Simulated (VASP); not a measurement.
A run of VASP 6.6.1 is set up as follows.

File POSCAR:

```
Rh
1.0
    0.0000000000      1.8999717037      1.8999717037
    1.8999717037      0.0000000000      1.8999717037
    1.8999717037      1.8999717037      0.0000000000
Rh
1
Direct
    0.0000000000      0.0000000000      0.0000000000
```

Contents of INCAR.step1:

```
PREC = Accurate
ENCUT = 520
ISMEAR = 0
SIGMA = 0.1
LREAL = F
LASPH = T
NELM = 100
NBANDS = 14
GGA = PE
ALGO = Normal
EDIFF = 1E-4
LWAVE = T
LCHARG = F
```

Contents of INCAR.step2:

```
PREC = Accurate
ENCUT = 520
EDIFF = 1E-7
ISMEAR = 0
SIGMA = 0.1
LREAL = F
LASPH = T
NELM = 100
ALGO = Normal
ISIF = 2
LWAVE = F
LCHARG = F
METAGGA = R2SCAN
LMIXTAU = T
NBANDS = 14
ISTART = 1
```

KPOINTS

```
Automatic mesh
0
Gamma
  18 18 18
```

Potentials or basis: VASP PAW PBE potentials, release 64 (Rh_pv).

The run is started by

```console
$ cat potpaw_PBE.64/Rh_pv/POTCAR > POTCAR
$ cp INCAR.step1 INCAR
$ mpirun -np 1 vasp_std > vasp.out
$ cp INCAR.step2 INCAR
$ mpirun -np 1 vasp_std > vasp.out
```

(1) Estimate the pressure.

## Answers

(1) 1.2 GPa.

Caveat: the PAW data sets were made with another functional, which shifts forces and pressure a little.
